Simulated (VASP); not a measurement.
Here is a VASP 6.6.1 calculation.

File INCAR:

```
SYSTEM = NbRh
PREC = Accurate
ENCUT = 520
EDIFF = 1E-8
ISMEAR = -1
SIGMA = 0.08
LREAL = .FALSE.
LASPH = .TRUE.
NELM = 100
ALGO = Normal
ISIF = 2
LWAVE = .FALSE.
LCHARG = .TRUE.
GGA = PS
IBRION = 8
NSW = 1
```

The input KPOINTS:

```
Automatic mesh
0
G
  14 14 10
  0 0 0
```

POSCAR

```
NbRh
1.0
    2.8445870490      0.0000000000      0.0000000000
    0.0000000000      2.8445870490      0.0000000000
    0.0000000000      0.0000000000      3.8465868046
Nb Rh
1 1
Direct
    0.0000000000      0.0000000000      0.0000000000
    0.5000000000      0.5000000000      0.5000000000
```

Potentials or basis: VASP PAW PBE potentials, release 64 (Nb_sv, Rh_pv).

Command:

```console
$ cat potpaw_PBE.64/Nb_sv/POTCAR potpaw_PBE.64/Rh_pv/POTCAR > POTCAR
$ mpirun -np 1 vasp_std > vasp.out
```

Predict the highest phonon frequency at Γ.

214 cm⁻¹.

Phonon frequencies in cm⁻¹ (negative: imaginary):
| q point | frequencies |
| --- | --- |
| (0.000, 0.000, 0.000) | 0 0 0 154 154 214 |

Caveat: the cell stands under pressure or tension, which shifts response properties.
